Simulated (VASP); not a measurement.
A run of VASP 6.6.1:

The input INCAR:

```
PREC = Accurate
ENCUT = 500
EDIFF = 1E-6
ISMEAR = 0
SIGMA = 0.1
LREAL = False
LASPH = True
NELM = 120
ALGO = Normal
ISIF = 2
LWAVE = False
LCHARG = False
GGA = PS
NBANDS = 10
GGA_COMPAT = False
```

The input KPOINTS:

```
Automatic mesh
0
Gamma
  18 18 10
```

File POSCAR:

```
Al
1.0
    2.8315682659      0.0000000000      0.0000000000
   -1.4157841330      2.4522100509      0.0000000000
    0.0000000000      0.0000000000      4.6043219024
Al
2
Direct
    0.3333333333      0.6666666667      0.2500000000
    0.6666666667      0.3333333333      0.7500000000
```

Potentials or basis: VASP PAW PBE potentials, release 64 (Al).

Command:

```sh
$ cat potpaw_PBE.64/Al/POTCAR > POTCAR
$ mpirun -np 1 vasp_std > vasp.out
```

Hardware: 1 thread of Intel Xeon 8259CL, with other jobs on the host.

Question: How long does it take, and how much memory?

Answer: Wall time 34 s on 1 thread of Intel Xeon 8259CL, on a shared host, peak memory 0.18 GiB. Counts: scf iterations 10, k points 222.
